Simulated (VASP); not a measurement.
# Se (R-3m) in VASP: relaxation of cell and atoms with PBEsol

Aim: the relaxation of cell and atoms of Se with PBEsol.

All numbers are computed with VASP 6.6.1; they aren't measurements. Logs are shortened: lines on timing, memory, paths and dates and some standing lists are left out, and cuts for length are marked.

## (1) The cell of the first run

Symmetry: R-3m, No. 166, trigonal system. The conventional cell has a = 3.338 Å, b = 3.338 Å, c = 8.845 Å, α = 90.00°, β = 90.00°, γ = 120.00°. Se (site symmetry 3m) has 6 Se at 2.25 to 2.63 Å within 3.0 Å.

## (2) Relaxation of cell and atoms, PBEsol, target pressure 65 GPa, at which the enthalpy is minimised

INCAR

```
  PREC = Accurate
  ENCUT = 600
  EDIFF = 1E-6
  ISMEAR = -1
  SIGMA = 0.05
  LREAL = False
  LASPH = True
  NELM = 100
  ALGO = Normal
  ISIF = 3
  LWAVE = False
  LCHARG = False
  GGA = PS
  IBRION = 2
  NSW = 60
  EDIFFG = -0.005
  PSTRESS = 650.0
```

KPOINTS

```
Automatic mesh
0
Gamma
  13 13 13
```

POSCAR

```
Se
1.0
    1.6688658846     -0.9635201677      2.9483297295
    0.0000000000      1.9270403354      2.9483297295
   -1.6688658846     -0.9635201677      2.9483297295
Se
2
Direct
    0.2320000000      0.2320000000      0.2320000000
   -0.2320000000     -0.2320000000     -0.2320000000
```

Potentials or basis: VASP PAW PBE potentials, release 64 (Se).

On the command line:

```sh
$ cat potpaw_PBE.64/Se/POTCAR > POTCAR
$ mpirun -np 1 vasp_std > vasp.out
```

OUTCAR:

```text
PREC = Accurate
   ENCUT = 600
   EDIFF = 1E-6
   ISMEAR = -1
   LREAL = False
   LASPH = True
   NELM = 100
   ISIF = 3
   GGA = PS
   IBRION = 2
   NSW = 60
   EDIFFG = -0.005
   PSTRESS = 650.0

 ion  position               nearest neighbor table
   1  0.232  0.232  0.232-   2 2.25   2 2.25   2 2.25   2 2.63   2 2.63   2 2.63
   2  0.768  0.768  0.768-   1 2.25   1 2.25   1 2.25   1 2.63   1 2.63   1 2.63

  LATTYP: Found a trigonal (rhomboedric) cell.
 ALAT       =     3.5222340422
 COS(alpha) =     0.5510102270

  Lattice vectors:

 A1 = (   1.6688658846,  -0.9635201677,   2.9483297295)
 A2 = (   0.0000000000,   1.9270403354,   2.9483297295)
 A3 = (  -1.6688658846,  -0.9635201677,   2.9483297295)

Analysis of symmetry for initial positions (statically):
=====================================================================
 Subroutine PRICEL returns:
 Original cell was already a primitive cell.

 Routine SETGRP: Setting up the symmetry group for a
 trigonal (rhombohedral) supercell.

 Subroutine GETGRP returns: Found 12 space group operations
 (whereof 12 operations were pure point group operations)
 out of a pool of 12 trial point group operations.

The static configuration has the point symmetry D_3d.

Analysis of symmetry for dynamics (positions and initial velocities):
=====================================================================
 Subroutine PRICEL returns:
 Original cell was already a primitive cell.

 Routine SETGRP: Setting up the symmetry group for a
 trigonal (rhombohedral) supercell.

 Subroutine GETGRP returns: Found 12 space group operations
 (whereof 12 operations were pure point group operations)
 out of a pool of 12 trial point group operations.

The dynamic configuration has the point symmetry D_3d.

 Subroutine INISYM returns: Found 12 space group operations
 (whereof 12 operations are pure point group operations),
 and found     1 'primitive' translations

----------------------------------------------------------------------------------------

                                     Primitive cell

  volume of cell :      28.4452

  direct lattice vectors                    reciprocal lattice vectors
     1.668865885 -0.963520168  2.948329730     0.299604662 -0.172976833  0.113058363
     0.000000000  1.927040335  2.948329730     0.000000000  0.345953665  0.113058363
    -1.668865885 -0.963520168  2.948329730    -0.299604662 -0.172976833  0.113058363

  length of vectors
     3.522234042  3.522234042  3.522234042     0.363958970  0.363958970  0.363958970

  position of ions in fractional coordinates (direct lattice)
     0.232000000  0.232000000  0.232000000
     0.768000000  0.768000000  0.768000000

  ion indices of the primitive-cell ions
[... 101 lines left out ...]
   LHFCALC =     F    Hartree Fock is set to
   AEXX    =    0.0000 exact exchange contribution
   IVDW    =     0    specifies the selected vdW correction
   LEPSILON=     F    determine dielectric tensor
   LRPA    =     F    only Hartree local field effects (RPA)
 conjugate gradient relaxation of ions
 non-spin polarized calculation
  energy-cutoff  :      600.00
  volume of cell :       28.45
 maximum number of plane-waves:       987
   NGX = 15   NGY = 15   NGZ = 15

--------------------------------------- Ionic step        1  -------------------------------------------

 number of electron      12.0000000 magnetization

 Free energy of the ion-electron system (eV)
  ---------------------------------------------------
  ext. energy  EPLUGINS =         0.00000000
  ---------------------------------------------------
  free energy    TOTEN  =        -3.71462688 eV

  energy without entropy =       -3.70397474  energy(sigma->0) =       -3.70930081

------------------------ aborting loop because EDIFF is reached ----------------------------------------

  FORCE on cell =-STRESS in cart. coord.  units (eV):
  Direction    XX          YY          ZZ          XY          YZ          ZX
  --------------------------------------------------------------------------------------
  -------------------------------------------------------------------------------------
  Total       16.6060560     16.6060560     14.0968376      0.0000000     -0.0000000     -0.0000000
  in kB      935.3357467    935.3357467    794.0040763      0.0000000     -0.0000000     -0.0000000
  external PRESSURE =     238.2251899 kB  Pullay stress =     650.0000000 kB
[... 97 lines left out ...]
  energy  without entropy=       -6.1929391652  energy(sigma->0) =       -6.19568820

  enthalpy is  TOTEN    =         6.7753024933 eV   P V=       12.9737397244

 E-fermi :   9.6503     XC(G=0): -11.6928

 val. band max:        9.6065625702   @ k =  -0.4615   0.2308   0.2308
 cond. band min:       9.6538728646   @ k =   0.3077   0.1538   0.0769
 fundamental gap:      0.0473102945
 Fermi energy:         9.6503408705

 k-point     1 :       0.0000    0.0000    0.0000
  band No.  band energies     occupation
      1     -10.3867      2.00000
      2       1.2755      2.00000
      3       4.0506      2.00000
      4       4.9530      2.00000
      5       4.9530      2.00000
      6      11.4015      0.00000
      7      11.4015      0.00000
      8      11.5655      0.00000
      9      13.4320      0.00000
     10      14.1749      0.00000
[... 287 lines left out ...]
 k-point    24 :       0.4615    0.1538    0.0000
  band No.  band energies     occupation
      1      -7.4466      2.00000
      2      -4.7464      2.00000
      3       3.0961      2.00000
      4       3.5013      2.00000
      5       4.3350      2.00000
      6       8.9095      2.00000
      7       9.8368      0.04693
      8      10.3484      0.00000
      9      15.1376      0.00000
     10      19.7016      0.00000

 [... further k-points ...]

[... ionic steps 4 to 30 ...]

--------------------------------------- Ionic step       31  -------------------------------------------

 number of electron      11.9999997 magnetization

------------------------ aborting loop because EDIFF is reached ----------------------------------------
[... 71 lines left out ...]
--------------------------------------- Ionic step       33  -------------------------------------------

 number of electron      11.9999997 magnetization

 Free energy of the ion-electron system (eV)
  ---------------------------------------------------
  ext. energy  EPLUGINS =         0.00000000
  ---------------------------------------------------
  free energy    TOTEN  =        -5.24037203 eV

  energy without entropy =       -5.23347209  energy(sigma->0) =       -5.23692206

 E-fermi :  10.8984     XC(G=0): -12.4248

 val. band max:       10.8904141001   @ k =  -0.4615   0.2308   0.1538
 cond. band min:      10.8990983550   @ k =   0.4615   0.3846   0.3846
 fundamental gap:      0.0086842549
 Fermi energy:        10.8984394658

 k-point     1 :       0.0000    0.0000    0.0000
  band No.  band energies     occupation
      1      -9.7398      2.00000
      2       0.0210      2.00000
      3       1.4267      2.00000
      4      10.3034      1.99999
      5      10.3034      1.99999
      6      14.4303      0.00000
      7      14.4303      0.00000
      8      16.6374      0.00000
      9      17.0182      0.00000
     10      19.1375      0.00000
[... 332 lines left out ...]
  energy  without entropy=       -5.2334720922  energy(sigma->0) =       -5.23692206

  enthalpy is  TOTEN    =         6.1020657326 eV   P V=       11.3424377591

 reached required accuracy - stopping structural energy minimisation
```

It took 23 min on 1 thread of Intel Xeon 8259CL, shared host; peak memory 0.24 GiB.

What came out:

```
Free energy                                                : -5.2404 eV
Relaxed volume                                             : 13.98 Å³/atom
Relaxed cell                                               : a = 4.088 Å, b = 4.088 Å, c = 4.088 Å, α = 42.26°, β = 42.26°, γ = 42.26°
Space group after relaxing (to 0.1 Å)                      : R-3m (No. 166)
Energy change on relaxing (the run minimises the enthalpy) : -762.9 meV/atom
Ionic steps                                                : 33
Pressure after relaxing                                    : 65.0 GPa
Largest force after relaxing                               : 0.005 eV/Å
Band gap on the k mesh                                     : zero (bands 6 and 7 overlap by 7.81 eV)
```

Forces in eV/Å, atoms in the order of the input:
```
Se   0.000  0.000  0.005
Se   0.000  0.000 -0.005
```

The path:
| step | energy change (eV) | largest force (eV/Å) | pressure (GPa) | volume (Å³) |
| --- | --- | --- | --- | --- |
| 1 | 0.0000 | 6.2278 | 88.82 | 28.45 |
| 2 | -3.1411 | 2.8557 | 19.08 | 38.03 |
| 3 | -2.4838 | 1.2049 | 48.11 | 31.98 |
| 4 | -2.3967 | 1.4988 | 50.15 | 31.76 |
| 5 | -0.3762 | 3.2514 | 95.10 | 27.50 |
| 6 | -1.8743 | 0.0806 | 64.61 | 30.12 |
| 7 | -1.8514 | 0.0176 | 65.16 | 30.06 |
| 8 | -1.8650 | 0.0869 | 64.79 | 30.04 |
| 9 | -1.9128 | 0.4388 | 63.78 | 29.93 |
| 10 | -1.9521 | 1.1436 | 60.57 | 29.47 |
| 11 | -1.3287 | 1.2178 | 65.20 | 27.71 |
| 12 | -1.6055 | 1.2645 | 61.97 | 28.32 |
| 13 | -1.7923 | 1.3790 | 60.62 | 28.80 |
| 14 | -1.7033 | 1.2965 | 61.25 | 28.56 |
| 15 | -1.6845 | 1.1979 | 61.12 | 28.50 |
| 16 | -1.6182 | 0.9607 | 60.99 | 28.31 |
| 17 | -1.5868 | 0.8727 | 61.11 | 28.23 |
| 18 | -1.5596 | 0.8369 | 62.13 | 28.14 |
| 19 | -1.4719 | 0.7220 | 65.42 | 27.88 |
| 20 | -1.2635 | 0.3785 | 72.88 | 27.36 |
| 21 | -1.3624 | 0.5494 | 69.42 | 27.59 |
| 22 | -1.4288 | 0.3256 | 67.80 | 27.73 |
| 23 | -1.5258 | 0.0164 | 65.48 | 27.96 |
| 24 | -1.5229 | 0.0051 | 65.53 | 27.95 |
| 25 | -1.5348 | 0.0132 | 65.15 | 27.98 |
| 26 | -1.5423 | 0.0245 | 64.89 | 28.00 |
| 27 | -1.5410 | 0.0203 | 64.89 | 28.00 |
| 28 | -1.5369 | 0.0083 | 64.87 | 27.99 |
| 29 | -1.5285 | 0.0147 | 64.85 | 27.96 |
| 30 | -1.5324 | 0.0042 | 64.85 | 27.97 |
| 31 | -1.5320 | 0.0055 | 64.83 | 27.97 |
| 32 | -1.5180 | 0.0035 | 65.22 | 27.94 |
| 33 | -1.5257 | 0.0046 | 65.02 | 27.96 |

Final structure:
```cif
data_structure
_symmetry_space_group_name_H-M 'P 1'
_symmetry_Int_Tables_number 1
_cell_length_a 4.0878
_cell_length_b 4.0878
_cell_length_c 4.0878
_cell_angle_alpha 42.260
_cell_angle_beta 42.260
_cell_angle_gamma 42.260
_cell_volume 27.96
loop_
_atom_site_label
_atom_site_type_symbol
_atom_site_fract_x
_atom_site_fract_y
_atom_site_fract_z
_atom_site_occupancy
Se1 Se 0.24998 0.24998 0.24998 1
Se2 Se 0.75002 0.75002 0.75002 1
```

Caveat: the cell is relaxed towards a set pressure, so the run minimises the enthalpy, not the energy; a cell axis changed by over 15 % at a fixed basis, so the end point is rough; the PAW data sets were made with another functional, which shifts forces and pressure a little.
